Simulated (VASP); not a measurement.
Set up this calculation in VASP 6.6.1, as the native input.

| Item | Value |
| --- | --- |
| Task | single point |
| Functional | PBEsol |
| Potentials or basis | VASP PAW PBE potentials, release 64 (Au) |
| Cutoff | 520 eV |
| k mesh | 18 × 18 × 10 |
| Occupations | gaussian, width 0.15 eV |
| Spin | no spin polarisation |
| Dipole correction | no |
| Further INCAR settings | ALGO = Fast; EDIFF = 1e-06; NBANDS = 18 |

The structure of Au lies in POSCAR:

```
Au
1.0
    2.8999984104      0.0000000000      0.0000000000
   -1.4499992052      2.5114722944      0.0000000000
    0.0000000000      0.0000000000      5.0264000000
Au
2
Direct
    0.3333333333      0.6666666667      0.7500000000
    0.6666666667      0.3333333333      0.2500000000
```

This isn't the form of Au at room conditions, which is fcc.

This cell differs from its parent crystal: strain +0.000 along x and y, +0.030 along z.

One way to write it, as run:

INCAR

```
  ALGO = Fast
  EDIFF = 1E-6
  ENCUT = 520
  GGA = PS
  ISIF = 2
  ISMEAR = 0
  LASPH = True
  LCHARG = True
  LELF = True
  LREAL = False
  LVHAR = True
  LWAVE = False
  NBANDS = 18
  NELM = 80
  PREC = Accurate
  SIGMA = 0.15
```

KPOINTS

```
k-points
0
Gamma
  18 18 10
```

Potentials or basis: VASP PAW PBE potentials, release 64 (Au).

Command:

```bash
$ cat potpaw_PBE.64/Au/POTCAR > POTCAR
$ mpirun -np 1 vasp_std > vasp.out
```

It gave:

```json
{"Pressure": "-9.8 GPa", "Band gap on the k mesh": "zero (bands 11 and 12 overlap by 6.47 eV)"}
```

Caveat: the cell differs from its parent crystal (strain +0.000 along x and y, +0.030 along z); the cell stands under tension; the PAW data sets were made with another functional, which shifts forces and pressure a little; spin-orbit coupling is left out, which moves the levels of the heavy elements.

It took 3.5 min on 1 thread of Intel Xeon 8259CL (shared host), peak memory 0.25 GiB.
